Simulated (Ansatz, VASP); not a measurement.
**Two plane-wave programs on MgO**

File INCAR:

```
PREC     = Accurate       # precision mode
ENCUT    = 520            # plane-wave cutoff, eV
EDIFF    = 1E-6           # SCF threshold, eV
ISMEAR   = 0              # smearing method
SIGMA    = 0.05           # smearing width, eV
LREAL    = F              # projectors in reciprocal space
LASPH    = T              # aspherical terms in the spheres
NELM     = 80             # most SCF steps
ALGO     = Normal         # electronic algorithm
ISIF     = 2              # what is computed and relaxed
LWAVE    = F              # write WAVECAR
LCHARG   = F              # write CHGCAR
GGA      = PS             # functional
NBANDS   = 26             # bands
```

The input KPOINTS:

```
Automatic mesh
0
Gamma
  6 6 6
```

POSCAR

```
MgO
1.0
    4.2703000000      0.0000000000      0.0000000000
    0.0000000000     -4.2703000000      0.0000000000
    0.0000000000      0.0000000000     -4.2703000000
Mg O
4 4
Direct
   -0.0198704573      0.5198704573      0.5000000000
    0.5000000000      0.0000000000      0.5000000000
    0.5000000000      0.5000000000      0.0000000000
    0.0000000000      0.0000000000      0.0000000000
    0.5000000000      0.0000000000      0.0000000000
    0.0000000000      0.5000000000      0.0000000000
    0.0000000000      0.0000000000      0.5000000000
    0.5000000000      0.5000000000      0.5000000000
```

Input for Ansatz:

```yaml
crystal:
  lattice:
    - [4.2703, 0.0, 0.0]
    - [0.0, -4.2703, 0.0]
    - [0.0, 0.0, -4.2703]
  atoms:
    - { symbol: Mg, position: [-0.0198704573, 0.5198704573, 0.5] }
    - { symbol: Mg, position: [0.5, 0.0, 0.5] }
    - { symbol: Mg, position: [0.5, 0.5, 0.0] }
    - { symbol: Mg, position: [0.0, 0.0, 0.0] }
    - { symbol: O, position: [0.5, 0.0, 0.0] }
    - { symbol: O, position: [0.0, 0.5, 0.0] }
    - { symbol: O, position: [0.0, 0.0, 0.5] }
    - { symbol: O, position: [0.5, 0.5, 0.5] }
basis:
  ecutwfc: 420
kpoints:
  mp_grid: { grid: [6, 6, 6] }
hamiltonian:
  xc: pbesol
scf:
  occupations: { method: gaussian, width: 0.05 }
output:
  forces: true
  stress: true
  eigenvalues: true
```

Alike in both runs: task single point; functional PBEsol; k mesh 6 × 6 × 6; occupations gaussian, width 0.05 eV; no spin polarisation.

```csv
,VASP,Ansatz
version,VASP 6.6.1,Ansatz 0.2.0
potentials or method,"VASP PAW PBE potentials, release 64 (Mg, O), cutoff 520 eV","scalar-relativistic, plane waves, PAW"
valence electrons in the cell,32,64
```

|  | VASP | Ansatz | Ansatz less VASP |
| --- | --- | --- | --- |
| gap on the k mesh at the Fermi level (eV) | 4.25 | 4.25 | +0.001 |
| least direct gap on the mesh (eV) | 4.25 | 4.25 | +0.001 |
| pressure (GPa) | -6.0 | -5.4 | +0.57 |
| traceless stress, the component that is largest in VASP (GPa) | -0.34 | -0.33 | +0.004 |
| rms of the force components (eV/Å) | 0.237 | 0.235 | -0.0021 |

VASP's potentials were made for PBE, not for PBEsol. Atom by atom the forces differ by 0.002 eV/Å (rms over components). The functional is the same, so the differences come from potentials, cutoffs and numerics. VASP's potentials hold 32 valence electrons a cell and Ansatz's 64, so a difference there can come from the potentials and not from the codes.
